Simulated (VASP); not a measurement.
Wanted: the native input for a VASP 6.6.1 run.

| Property | Result |
| --- | --- |
| Task | relaxation of volume and atoms at fixed shape |
| Functional | PBEsol |
| Potentials or basis | VASP PAW PBE potentials, release 64 (Ta_pv) |
| Cutoff | 500 eV |
| k mesh | 10 × 10 × 10 |
| Occupations | methfessel-paxton, width 0.05 eV |
| Spin | no spin polarisation |
| Dipole correction | no |
| Further INCAR settings | ALGO = Normal; EDIFF = 1e-07; IBRION = 2; EDIFFG = -0.01; NSW = 50; ISIF = 8 |

The structure of Ta lies in POSCAR:

```
Ta
1.0
    2.8601010224     -0.0000000158     -0.0000000274
   -0.9533669925      2.6965291090     -0.0000000274
   -0.9533669925     -1.3482645149      2.3352627333
Ta
1
Direct
    0.0000000000      0.0000000000      0.0000000000
```

One way to write it, as run:

INCAR

```
  ALGO = Normal
  EDIFF = 1E-7
  EDIFFG = -0.01
  ENCUT = 500
  GGA = PS
  GGA_COMPAT = F
  IBRION = 2
  ISIF = 8
  ISMEAR = 1
  LASPH = T
  LCHARG = F
  LREAL = F
  LWAVE = F
  NELM = 120
  NELMIN = 4
  NSW = 50
  PREC = Accurate
  SIGMA = 0.05
```

KPOINTS

```
k-points
0
Gamma
  10 10 10
```

Potentials or basis: VASP PAW PBE potentials, release 64 (Ta_pv).

Command:

```sh
$ cat potpaw_PBE.64/Ta_pv/POTCAR > POTCAR
$ mpirun -np 1 vasp_std > vasp.out
```

It gave:

```json
{
 "Relaxed volume": "17.84 Å³/atom",
 "Relaxed cell": "a = 2.851 Å, b = 2.851 Å, c = 2.851 Å, α = 109.47°, β = 109.47°, γ = 109.47°",
 "Space group after relaxing (to 0.05 Å)": "Im-3m (No. 229)",
 "Energy gained by relaxing": "1.0 meV/atom",
 "Ionic steps": "3",
 "Pressure after relaxing": "0.0 GPa"
}
```

Caveat: the PAW data sets were made with another functional, which shifts forces and pressure a little.

Run time: 26 s on 1 thread of Intel Xeon 8259CL, with other jobs on the host, peak memory 0.15 GiB.
